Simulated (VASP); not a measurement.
# Ag (P6_3/mmc) in VASP: single point with r2SCAN

Aim: the single point of Ag with r2SCAN.

Everything below comes from runs of VASP 6.6.1. Logs are shortened: lines on timing, memory, paths and dates and some standing lists are left out, and cuts for length are marked.

## (1) The cell of the first run

The structure is hexagonal, space group P6_3/mmc (No. 194). The conventional cell has a = 2.867 Å, b = 2.867 Å, c = 4.692 Å, α = 90.00°, β = 90.00°, γ = 120.00°. Ag (site symmetry -6m2) has 12 Ag at 2.87 Å within 3.8 Å.

This isn't the form of Ag at room conditions, which is fcc.

## (2) Single point, r2SCAN

POSCAR reads:

```
Ag
1.0
    2.8672978917      0.0000000000      0.0000000000
   -1.4336489459      2.4831528144      0.0000000000
    0.0000000000      0.0000000000      4.6918224244
Ag
2
Direct
    0.3333333333      0.6666666667      0.2500000000
    0.6666666667      0.3333333333      0.7500000000
```

INCAR.step1 reads:

```
SYSTEM = Ag
PREC = Accurate ; ENCUT = 550
ISMEAR = 0 ; SIGMA = 0.1
LREAL = .False. ; LASPH = .True.
NELM = 120 ; NBANDS = 18
GGA = PE ; ALGO = Normal
EDIFF = 1E-5 ; LWAVE = .True.
LCHARG = .False. ; GGA_COMPAT = .False.
```

INCAR.step2 reads:

```
SYSTEM = Ag
PREC = Accurate ; ENCUT = 550
EDIFF = 1E-6 ; ISMEAR = 0
SIGMA = 0.1 ; LREAL = .False.
LASPH = .True. ; NELM = 120
ALGO = Normal ; ISIF = 2
LWAVE = .False. ; LCHARG = .False.
METAGGA = R2SCAN ; LMIXTAU = .True.
NBANDS = 18 ; ISTART = 1
GGA_COMPAT = .False.
```

KPOINTS reads:

```
Automatic mesh
0
Gamma
  18 18 10
  0 0 0
```

Potentials or basis: VASP PAW PBE potentials, release 64 (Ag).

Started as:

```console
$ cat potpaw_PBE.64/Ag/POTCAR > POTCAR
$ cp INCAR.step1 INCAR
$ mpirun -np 1 vasp_std > vasp.out
$ cp INCAR.step2 INCAR
$ mpirun -np 1 vasp_std > vasp.out
```

OUTCAR:

```text
SYSTEM = Ag
   PREC = Accurate
   ENCUT = 550
   EDIFF = 1E-6
   ISMEAR = 0
   LREAL = .False.
   LASPH = .True.
   NELM = 120
   ISIF = 2
   METAGGA = R2SCAN
   ISTART = 1

 ion  position               nearest neighbor table
   1  0.333  0.667  0.250-   2 2.87   2 2.87   2 2.87   2 2.87   2 2.87   2 2.87
   2  0.667  0.333  0.750-   1 2.87   1 2.87   1 2.87   1 2.87   1 2.87   1 2.87

  LATTYP: Found a hexagonal cell.
 ALAT       =     2.8672978917
 C/A-ratio  =     1.6363219315

  Lattice vectors:

 A1 = (   2.8672978917,   0.0000000000,   0.0000000000)
 A2 = (  -1.4336489459,   2.4831528144,   0.0000000000)
 A3 = (   0.0000000000,   0.0000000000,   4.6918224244)

Analysis of symmetry for initial positions (statically):
=====================================================================
 Subroutine PRICEL returns:
 Original cell was already a primitive cell.

 Routine SETGRP: Setting up the symmetry group for a
 hexagonal supercell.

 Subroutine GETGRP returns: Found 24 space group operations
 (whereof 12 operations were pure point group operations)
 out of a pool of 24 trial point group operations.

The static configuration has the point symmetry D_3d.
 The point group associated with its full space group is D_6h.

Analysis of symmetry for dynamics (positions and initial velocities):
=====================================================================
 Subroutine PRICEL returns:
 Original cell was already a primitive cell.

 Routine SETGRP: Setting up the symmetry group for a
 hexagonal supercell.

 Subroutine GETGRP returns: Found 24 space group operations
 (whereof 12 operations were pure point group operations)
 out of a pool of 24 trial point group operations.

The dynamic configuration has the point symmetry D_3d.
 The point group associated with its full space group is D_6h.

 Subroutine INISYM returns: Found 24 space group operations
 (whereof 12 operations are pure point group operations),
 and found     1 'primitive' translations

----------------------------------------------------------------------------------------

                                     Primitive cell

  volume of cell :      33.4055

  direct lattice vectors                    reciprocal lattice vectors
     2.867297892  0.000000000  0.000000000     0.348760414  0.201356919  0.000000000
    -1.433648946  2.483152814  0.000000000     0.000000000  0.402713838  0.000000000
     0.000000000  0.000000000  4.691822424     0.000000000  0.000000000  0.213136796

  length of vectors
     2.867297892  2.867297892  4.691822424     0.402713838  0.402713838  0.213136796

  position of ions in fractional coordinates (direct lattice)
     0.333333333  0.666666667  0.250000000
     0.666666667  0.333333333  0.750000000

  ion indices of the primitive-cell ions
   primitive index   ion index
                 1           1
                 2           2

----------------------------------------------------------------------------------------

 KPOINTS: Automatic mesh

Automatic generation of k-mesh.
 Grid dimensions read from file:
 generate k-points for:   18   18   10

 Generating k-lattice:

  Cartesian coordinates                     Fractional coordinates (reciprocal lattice)
     0.019375579  0.011186495  0.000000000     0.055555556  0.000000000  0.000000000
     0.000000000  0.022372991  0.000000000     0.000000000  0.055555556  0.000000000
     0.000000000  0.000000000  0.021313680     0.000000000  0.000000000  0.100000000

  Length of vectors
     0.022372991  0.022372991  0.021313680

  Shift w.r.t. Gamma in fractional coordinates (k-lattice)
     0.000000000  0.000000000  0.000000000

 Subroutine IBZKPT returns following result:
 ===========================================

 Found    222 irreducible k-points:

 Following reciprocal coordinates:
            Coordinates               Weight
  0.000000  0.000000  0.000000      1.000000
  0.055556  0.000000  0.000000      6.000000
  0.111111  0.000000  0.000000      6.000000
  0.166667 -0.000000  0.000000      6.000000
  0.222222  0.000000  0.000000      6.000000
  0.277778  0.000000  0.000000      6.000000
[... 16 lines left out ...]
  0.333333  0.111111  0.000000     12.000000
  0.388889  0.111111  0.000000     12.000000
 [... further k-points ...]
   k-points           NKPTS =    222   k-points in BZ     NKDIM =    222   number of bands    NBANDS=     18
   number of dos      NEDOS =    301   number of ions     NIONS =      2
   total plane-waves  NPLWV =  20736
   dimension x,y,z NGX =    24 NGY =   24 NGZ =   36
   dimension x,y,z NGXF=    48 NGYF=   48 NGZF=   72
   ions per type =               2
   NGX,Y,Z   is equivalent  to a cutoff of  13.92, 13.92, 12.76 a.u.
   NGXF,Y,Z  is equivalent  to a cutoff of  27.83, 27.83, 25.51 a.u.
 SYSTEM =  Ag
   PREC   = accura    normal or accurate (medium, high low for compatibility)
   ISTART =      1    job   : 0-new  1-cont  2-samecut
   ICHARG =      0    charge: 1-file 2-atom 10-const
   ISPIN  =      1    spin polarized calculation?
   LNONCOLLINEAR =      F non collinear calculations
   LSORBIT =      F    spin-orbit coupling
   LASPH  =      T    aspherical Exc in radial PAW
   ENCUT  =  550.0 eV  40.42 Ry    6.36 a.u.   5.48  5.48  8.97*2*pi/ulx,y,z
   NELM   =    120;   NELMIN=  2; NELMDL=  0     # of ELM steps
   EDIFF  = 0.1E-05   stopping-criterion for ELM
   LREAL  =      F    real-space projection
   EDIFFG = 0.1E-04   stopping-criterion for IOM
   NSW    =      0    number of steps for IOM
   IBRION =     -1    ionic relax: 0-MD 1-quasi-New 2-CG
   NFREE  =      0    steps in history (QN), initial steepest desc. (CG)
   ISIF   =      2    stress and relaxation
   ISYM   =      2    0-nonsym 1-usesym 2-fastsym
   POTIM  = 0.5000    time-step for ionic-motion
   TEBEG  =    0.0;   TEEND  =   0.0 temperature during run
   PSTRESS=    0.0 pullay stress
   NELECT =      22.0000    total number of electrons
   NUPDOWN=      -1.0000    fix difference up-down
   EMIN   =  10.00;   EMAX   =-10.00  energy-range for DOS
   EFERMI =   0.00;   METHOD = LEGACY
   ISMEAR =     0;   SIGMA  =   0.10  broadening in eV -4-tet -1-fermi 0-gaus
   EFERMI_NEDOS =   21; number of points for ismear=-14 and -15
   IALGO  =     38    algorithm
   IMIX   =      4    mixing-type and parameters
     AMIX     =   0.40;   BMIX     =  1.00
     AMIX_MAG =   1.60;   BMIX_MAG =  1.00
  volume/ion in A,a.u.               =      16.70       112.72
  Fermi-wavevector in a.u.,A,eV,Ry     =   1.424327  2.691588 27.602249  2.028708
  Thomas-Fermi vector in A             =   2.544830
   LORBIT       =      0    0 simple, 1 ext, 2 COOP (PROOUT), +10 PAW based schemes
   METAGGA = R2SCAN    functional components
   LHFCALC =     F    Hartree Fock is set to
   AEXX    =    0.0000 exact exchange contribution
   IVDW    =     0    specifies the selected vdW correction
   LEPSILON=     F    determine dielectric tensor
   LRPA    =     F    only Hartree local field effects (RPA)
 non-spin polarized calculation
 Gauss-broadening in eV      SIGMA  =   0.10
  energy-cutoff  :      550.00
  volume of cell :       33.41
 maximum number of plane-waves:      1008
 NGX is ok and might be reduce to    24
   NGX = 11   NGY = 11   NGZ = 17

 number of electron      21.9999997 magnetization

 Free energy of the ion-electron system (eV)
  ---------------------------------------------------
  ext. energy  EPLUGINS =         0.00000000
  ---------------------------------------------------
  free energy    TOTEN  =       -42.68779038 eV

  energy without entropy =      -42.68375060  energy(sigma->0) =      -42.68577049

 E-fermi :   8.7056     XC(G=0): -13.1094

 val. band max:        8.6891866708   @ k =   0.4444   0.0556   0.2000
 cond. band min:       8.7101058071   @ k =   0.3889   0.1111   0.3000
 fundamental gap:      0.0209191363
 Fermi energy:         8.7055509173

 k-point     1 :       0.0000    0.0000    0.0000
  band No.  band energies     occupation
      1       0.6029      2.00000
      2       1.8521      2.00000
      3       3.4892      2.00000
      4       3.5949      2.00000
      5       3.5949      2.00000
      6       3.8462      2.00000
[... 10 lines left out ...]
     17      28.0276      0.00000
     18      28.0277      0.00000

 k-point     2 :       0.0556    0.0000    0.0000
  band No.  band energies     occupation
      1       0.6935      2.00000
      2       1.9049      2.00000
      3       3.4257      2.00000
      4       3.6435      2.00000
      5       3.6547      2.00000
      6       3.8273      2.00000
[... 10 lines left out ...]
     17      27.2743      0.00000
     18      28.1395      0.00000

 k-point     3 :       0.1111    0.0000    0.0000
  band No.  band energies     occupation
      1       0.9565      2.00000
      2       2.0483      2.00000
      3       3.3140      2.00000
      4       3.7270      2.00000
      5       3.7856      2.00000
      6       3.8255      2.00000
[... 10 lines left out ...]
     17      27.3765      0.00000
     18      28.5561      0.00000

 k-point     4 :       0.1667   -0.0000    0.0000
  band No.  band energies     occupation
      1       1.3591      2.00000
      2       2.2273      2.00000
      3       3.2159      2.00000
      4       3.6793      2.00000
      5       3.7360      2.00000
      6       4.0037      2.00000
[... 10 lines left out ...]
     17      27.1891      0.00000
     18      27.6096      0.00000

 k-point     5 :       0.2222    0.0000    0.0000
  band No.  band energies     occupation
      1       1.8144      2.00000
      2       2.3316      2.00000
      3       3.2388      2.00000
      4       3.3584      2.00000
      5       3.6518      2.00000
      6       3.8796      2.00000
[... 10 lines left out ...]
     17      25.7629      0.00000
     18      27.4280      0.00000

 k-point     6 :       0.2778    0.0000    0.0000
  band No.  band energies     occupation
      1       2.1307      2.00000
      2       2.3123      2.00000
      3       2.9890      2.00000
      4       3.4849      2.00000
      5       3.7111      2.00000
      6       3.7578      2.00000
[... 10 lines left out ...]
     17      24.8420      0.00000
     18      26.7214      0.00000

 k-point     7 :       0.3333    0.0000    0.0000
  band No.  band energies     occupation
      1       2.1089      2.00000
      2       2.3374      2.00000
      3       2.6785      2.00000
      4       3.6504      2.00000
      5       3.8006      2.00000
      6       3.9179      2.00000
[... 10 lines left out ...]
     17      22.9451      0.00000
     18      26.2512      0.00000

 k-point     8 :       0.3889    0.0000    0.0000
  band No.  band energies     occupation
      1       1.9952      2.00000
      2       2.3288      2.00000
      3       2.4480      2.00000
      4       3.5672      2.00000
      5       3.9190      2.00000
      6       3.9427      2.00000
[... 10 lines left out ...]
     17      21.3145      0.00000
     18      25.7471      0.00000
[... 229 lines left out ...]
     17      27.4231      0.00000
     18      27.5671      0.00000

 k-point    20 :       0.1667    0.1111    0.0000
  band No.  band energies     occupation
      1       2.0402      2.00000
      2       2.4787      2.00000
      3       3.0323      2.00000
      4       3.2815      2.00000
      5       3.6751      2.00000
      6       3.7078      2.00000
[... 10 lines left out ...]
     17      26.7944      0.00000
     18      26.9085      0.00000

 k-point    21 :       0.2222    0.1111    0.0000
  band No.  band energies     occupation
      1       2.3712      2.00000
      2       2.4569      2.00000
      3       2.9454      2.00000
      4       3.2036      2.00000
      5       3.6045      2.00000
      6       3.7309      2.00000
[... 10 lines left out ...]
     17      25.1092      0.00000
     18      26.0049      0.00000

 k-point    22 :       0.2778    0.1111    0.0000
  band No.  band energies     occupation
      1       2.3082      2.00000
      2       2.5024      2.00000
      3       2.6627      2.00000
      4       3.5297      2.00000
      5       3.5739      2.00000
      6       3.8557      2.00000
[... 10 lines left out ...]
     17      23.1331      0.00000
     18      25.3398      0.00000

 k-point    23 :       0.3333    0.1111    0.0000
  band No.  band energies     occupation
      1       2.1818      2.00000
      2       2.4523      2.00000
      3       2.4959      2.00000
      4       3.4852      2.00000
      5       3.9093      2.00000
      6       3.9251      2.00000
[... 10 lines left out ...]
     17      21.4777      0.00000
     18      24.8574      0.00000

 k-point    24 :       0.3889    0.1111    0.0000
  band No.  band energies     occupation
      1       2.0955      2.00000
      2       2.3232      2.00000
      3       2.4673      2.00000
      4       3.4664      2.00000
      5       3.8404      2.00000
      6       4.0522      2.00000
[... 10 lines left out ...]
     17      20.3081      0.00000
     18      24.5667      0.00000

 [... further k-points ...]
[... 5 lines left out ...]
  --------------------------------------------------------------------------------------
  -------------------------------------------------------------------------------------
  Total        0.9170831      0.9170831      0.9077197     -0.0000000     -0.0000000      0.0000000
  in kB       43.9846815     43.9846815     43.5355983     -0.0000000     -0.0000000      0.0000000
  external PRESSURE =      43.8349871 kB  Pullay stress =       0.0000000 kB

 VOLUME and BASIS-vectors are now :
 -----------------------------------------------------------------------------
  energy-cutoff  :      550.00
  volume of cell :       33.41
      direct lattice vectors                 reciprocal lattice vectors
     2.867297892  0.000000000  0.000000000     0.348760414  0.201356919  0.000000000
    -1.433648946  2.483152814  0.000000000     0.000000000  0.402713838  0.000000000
     0.000000000  0.000000000  4.691822424     0.000000000  0.000000000  0.213136796

 POSITION                                       TOTAL-FORCE (eV/Angst)
 -----------------------------------------------------------------------------------
     -0.00000      1.65544      1.17296         0.000000      0.000000      0.000000
      1.43365      0.82772      3.51887        -0.000000     -0.000000      0.000000
 -----------------------------------------------------------------------------------
    total drift:                                0.000000     -0.000000      0.000000

  FREE ENERGIE OF THE ION-ELECTRON SYSTEM (eV)
  ---------------------------------------------------
  free  energy   TOTEN  =       -42.6877903760 eV

  energy  without entropy=      -42.6837506037  energy(sigma->0) =      -42.68577049
```

It took 7.9 min on 1 thread of Intel Xeon 8259CL, shared host; peak memory 0.25 GiB.

What came out:

| Property | Result |
| --- | --- |
| Free energy | -42.6878 eV |
| Pressure | 4.4 GPa |
| Band gap on the k mesh | zero (bands 11 and 12 overlap by 8.09 eV) |

Caveat: the cell stands under pressure; the PAW data sets were made with another functional, which shifts forces and pressure a little.

The gap in the log of VASP goes by the Fermi energy; the results here count the filled bands.